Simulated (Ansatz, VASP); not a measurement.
# TaN: VASP beside Ansatz

The input INCAR:

```
SYSTEM = TaN
ALGO     = Normal         ! electronic algorithm
EDIFF    = 1E-8           ! SCF threshold, eV
ENCUT    = 520            ! plane-wave cutoff, eV
GGA      = PE             ! functional
ISIF     = 2              ! what is computed and relaxed
ISMEAR   = -1             ! smearing method
LASPH    = .True.         ! aspherical terms in the spheres
LCHARG   = .False.        ! write CHGCAR
LEFG     = .True.       
LREAL    = .False.        ! projectors in reciprocal space
LWAVE    = .False.        ! write WAVECAR
NBANDS   = 24             ! bands
NELM     = 60             ! most SCF steps
PREC     = Accurate       ! precision mode
SIGMA    = 0.01           ! smearing width, eV
```

The input KPOINTS:

```
k-points
0
Gamma
  9 9 5
  0 0 0
```

The input POSCAR:

```
TaN
1.0
    3.1098202203      0.0000000000      0.0000000000
   -1.5549101102      2.6931833120      0.0000000000
    0.0000000000      0.0000000000      5.0368873428
Ta N
2 2
Direct
    0.3333333333      0.6666666667      0.0000000000
    0.6666666667      0.3333333333      0.5000000000
    0.3333333333      0.6666666667      0.3850000000
    0.6666666667      0.3333333333      0.8850000000
```

Input for Ansatz:

```yaml
crystal:
  lattice:
    - [3.1098202203, 0.0, 0.0]
    - [-1.5549101102, 2.693183312, 0.0]
    - [0.0, 0.0, 5.0368873428]
  atoms:
    - { symbol: Ta, position: [0.3333333333, 0.6666666667, 0.0] }
    - { symbol: Ta, position: [0.6666666667, 0.3333333333, 0.5] }
    - { symbol: "N", position: [0.3333333333, 0.6666666667, 0.385] }
    - { symbol: "N", position: [0.6666666667, 0.3333333333, 0.885] }
kpoints:
  mp_grid: { grid: [9, 9, 5] }
scf:
  occupations: { method: fermi_dirac, width: 0.01 }
hamiltonian:
  xc: pbe
  pseudopotentials: { kind: paw }
output:
  forces: true
  stress: true
  eigenvalues: true
  efg: { contact_densities: true }
```

Change from the starting cell: volume scaled by 1.06, PAW files.

Alike in both runs: task electric field gradients; functional PBE; k mesh 9 × 9 × 5; occupations fermi-dirac, width 0.01 eV; no spin polarisation.

```csv
,VASP,Ansatz
version,VASP 6.6.1,Ansatz 0.2.0
potentials or method,"VASP PAW PBE potentials, release 64 (Ta_pv, N)","PAW with Ansatz's default frozen-core files, scalar-relativistic"
plane-wave cutoff (eV),520,420
valence electrons in the cell,32,36
```

Ansatz gave:

| Quantity | Value |
| --- | --- |
| pressure (GPa) | 98.7 |
| traceless stress, the component that is largest in VASP (GPa) | -12.37 |
| rms of the force components (eV/Å) | 1.248 |
| size of Vzz on the site where it differs most (V/Å²) | 123.2 |

**Question.** What did VASP give for the same quantities?

**Answer.** Pressure (GPa): 101.0; traceless stress, the component that is largest in VASP (GPa): -12.78; rms of the force components (eV/Å): 1.263; size of Vzz on the site where it differs most (V/Å²): 116.4.

Atom by atom the forces differ by 0.015 eV/Å (rms over components). Both programs put the cell under a high pressure, so it lies far from rest at this level. VASP's potentials hold 32 valence electrons a cell and Ansatz's 36, so a difference there can come from the potentials and not from the codes.

Spin-orbit coupling is off throughout. Noted on VASP's run: the cell as given lies far from equilibrium.
